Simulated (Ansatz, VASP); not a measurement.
**SrO: VASP beside Ansatz**

INCAR

```
PREC     = Accurate       # precision mode
ENCUT    = 520            # plane-wave cutoff, eV
EDIFF    = 1E-6           # SCF threshold, eV
ISMEAR   = 0              # smearing method
SIGMA    = 0.1            # smearing width, eV
LREAL    = F              # projectors in reciprocal space
LASPH    = T              # aspherical terms in the spheres
NELM     = 80             # most SCF steps
ALGO     = Normal         # electronic algorithm
ISIF     = 2              # what is computed and relaxed
LWAVE    = F              # write WAVECAR
LCHARG   = T              # write CHGCAR
GGA      = PE             # functional
LELF     = T              # ELF
LVHAR    = T            
NBANDS   = 15             # bands
```

The input KPOINTS:

```
Automatic mesh
0
Gamma
  6 6 6
```

POSCAR

```
SrO
1.0
    0.0000000000      2.5837846888      2.5837846888
    2.5837846888      0.0000000000      2.5837846888
    2.5837846888      2.5837846888      0.0000000000
Sr O
1 1
Direct
    0.5000000000      0.5000000000      0.5000000000
    0.0000000000      0.0000000000      0.0000000000
```

Input for Ansatz:

```yaml
crystal:
  lattice:
    - [0.0, 2.5837846888, 2.5837846888]
    - [2.5837846888, 0.0, 2.5837846888]
    - [2.5837846888, 2.5837846888, 0.0]
  atoms:
    - { symbol: Sr, position: [0.5, 0.5, 0.5] }
    - { symbol: O, position: [0.0, 0.0, 0.0] }
basis:
  ecutwfc: 420
kpoints:
  mp_grid: { grid: [6, 6, 6] }
hamiltonian:
  xc: pbe
scf:
  occupations: { method: gaussian, width: 0.1 }
output:
  forces: true
  stress: true
  eigenvalues: true
```

Alike in both runs: task single point; functional PBE; k mesh 6 × 6 × 6; occupations gaussian, width 0.1 eV; no spin polarisation.

```csv
,VASP,Ansatz
version,VASP 6.6.1,Ansatz 0.2.0
potentials or method,"VASP PAW PBE potentials, release 64 (Sr_sv, O), cutoff 520 eV","scalar-relativistic, plane waves, PAW"
valence electrons in the cell,16,16
```

|  | VASP | Ansatz | Ansatz less VASP |
| --- | --- | --- | --- |
| gap on the k mesh at the Fermi level (eV) | 3.27 | 3.32 | +0.047 |
| least direct gap on the mesh (eV) | 3.37 | 3.41 | +0.037 |
| pressure (GPa) | 1.9 | 1.4 | -0.54 |

The functional is the same, so the differences come from potentials, cutoffs and numerics.
